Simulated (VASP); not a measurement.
**Os: electric field gradients with PBE**

Os:

```xyz
1
Lattice="0.0000 1.9056 1.9056 1.9056 0.0000 1.9056 1.9056 1.9056 0.0000" Properties=species:S:1:pos:R:3 pbc="T T T"
Os    0.0000    0.0000    0.0000
```

This isn't the form of Os at room conditions, which is hcp.

```yaml
Program: VASP 6.6.1
Task: electric field gradients
Functional: PBE
Potentials_or_basis: VASP PAW PBE potentials, release 64 (Os)
Cutoff: 520 eV
k_mesh: 14 × 14 × 14
Occupations: fermi-dirac, width 0.03 eV
Spin: no spin polarisation
Dipole_correction: no
Further_INCAR_settings: ALGO = Normal; EDIFF = 1e-08; NBANDS = 10
```

```json
{
  "Pressure": "15.3 GPa",
  "Band gap on the k mesh": "zero (bands 4 and 5 overlap by 3.83 eV)",
  "Largest electric field gradient by atom": "zero within the noise of the run"
}
```

Levels at points of the mesh, in eV from the Fermi level:
```tsv
k point	band 2	band 3	band 4	band 5	band 6	band 7
(0.00, 0.00, 0.00)	-3.00	-3.00	-3.00	0.10	0.10	14.30
(0.50, 0.00, 0.00)	-3.17	-3.17	-0.17	2.56	2.56	9.22
(0.50, 0.50, 0.00)	-6.95	2.44	2.52	3.27	3.27	12.41
```

Run time: 20 s on 1 thread of AMD EPYC 7R13, on a shared host, peak memory 0.11 GiB.

Caveat: the cell stands under pressure; spin-orbit coupling is left out, which moves the levels of the heavy elements.
